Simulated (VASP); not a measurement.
Crystal: Cu.

```
CELL_PARAMETERS angstrom
2.46108 0.00000 0.00000
-0.92224 2.28175 0.00000
-0.76942 -1.14087 2.04042
ATOMIC_POSITIONS crystal
Cu 0.00000 0.00000 0.00000
```

| Item | Value |
| --- | --- |
| Program | VASP 6.6.1 |
| Task | relaxation of cell and atoms |
| Functional | PBEsol |
| Dispersion | D3(BJ) |
| Potentials or basis | VASP PAW PBE potentials, release 64 (Cu) |
| Cutoff | 600 eV |
| k mesh | 15 × 15 × 14 |
| Occupations | fermi-dirac, width 0.15 eV |
| Spin | no spin polarisation |

At the start: pressure -8.1 GPa; volume 11.46 Å³/atom.

Problem. How do energy, volume and symmetry change on relaxing?

Solution. Over 3 steps the energy falls by 14.8 meV/atom and the volume is 10.90 Å³/atom (-4.8 %); space group I4/mmm (No. 139, to 0.05 Å).

Step by step:
```csv
step,energy change (eV),largest force (eV/Å),pressure (GPa),volume (Å³)
1,0.0000,0.0000,-8.09,11.46
2,-0.0068,0.0000,7.20,10.53
3,-0.0148,0.0000,0.02,10.90
```

Final structure:
```
Cu
1.0
     2.42054   -0.00004    0.00060
    -0.90709    2.24415    0.00060
    -0.75623   -1.12132    2.00652
Cu
1
Cartesian
  1.5135 2.2441 0.0012
```

Caveat: the PAW data sets were made with another functional, which shifts forces and pressure a little; pairwise dispersion overbinds metals, which lowers pressure and volume.
